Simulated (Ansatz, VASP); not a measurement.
# One calculation of Sn, two programs

```
Sn
1.0
    -0.10804    3.27496    3.27496
     3.27496   -0.10804    3.27496
     3.27496    3.27496   -0.10804
Sn
2
Direct
  0.99717 0.99717 0.99717
  0.25283 0.25283 0.25283
```

Change from the starting cell: epitaxial_111 strain +3.0%.

Alike in both runs: task single point; functional PBE; k mesh 6 × 6 × 6; occupations fermi-dirac, width 0.02 eV; no spin polarisation.

|  | VASP | Ansatz |
| --- | --- | --- |
| version | VASP 6.6.1 | Ansatz 0.2.0 |
| potentials or method | VASP PAW PBE potentials, release 64 (Sn_d) | plane waves, PAW |
| plane-wave cutoff (eV) | 520 | 420 |
| valence electrons in the cell | 28 | 28 |

```tsv
	VASP	Ansatz	Ansatz less VASP
pressure (GPa)	0.0	0.0	+0.04
traceless stress, the component that is largest in VASP (GPa)	0.68	0.68	-0.001
rms of the force components (eV/Å)	0.018	0.019	+0.0005
```

Atom by atom the forces differ by 0.001 eV/Å (rms over components). With one functional, cell and mesh, what is left measures potentials, basis and numerics.
